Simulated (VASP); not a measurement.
A run of VASP 6.6.1 is set up as follows.

Contents of INCAR:

```
SYSTEM = CaO
  PREC = Accurate
  ENCUT = 520
  EDIFF = 1E-8
  ISMEAR = 0
  SIGMA = 0.01
  LREAL = .FALSE.
  LASPH = .TRUE.
  NELM = 80
  ALGO = Normal
  ISIF = 2
  LWAVE = .FALSE.
  LCHARG = .TRUE.
  GGA = PS
  NBANDS = 15
  IBRION = 8
  NSW = 1
```

File KPOINTS:

```
regular mesh
0
G
  8 8 8
  0 0 0
```

File POSCAR:

```
CaO
1.0
    2.3978470260      2.3978470260      0.0000000000
   -2.3978470260      2.3978470260      0.0000000000
    0.0000000000      2.3978470260      2.3978470260
Ca O
1 1
Direct
    0.0000000000      0.0000000000      0.0000000000
    0.5000000000      0.5000000000      0.0000000000
```

Potentials or basis: VASP PAW PBE potentials, release 64 (Ca_sv, O).

The run is started by

```console
$ cat potpaw_PBE.64/Ca_sv/POTCAR potpaw_PBE.64/O/POTCAR > POTCAR
$ mpirun -np 1 vasp_std > vasp.out
```

(1) Predict the highest phonon frequency at Γ, LO-TO splitting left out.

Results:

(1) 266 cm⁻¹.

Caveat: the cell stands under pressure or tension, which shifts response properties.
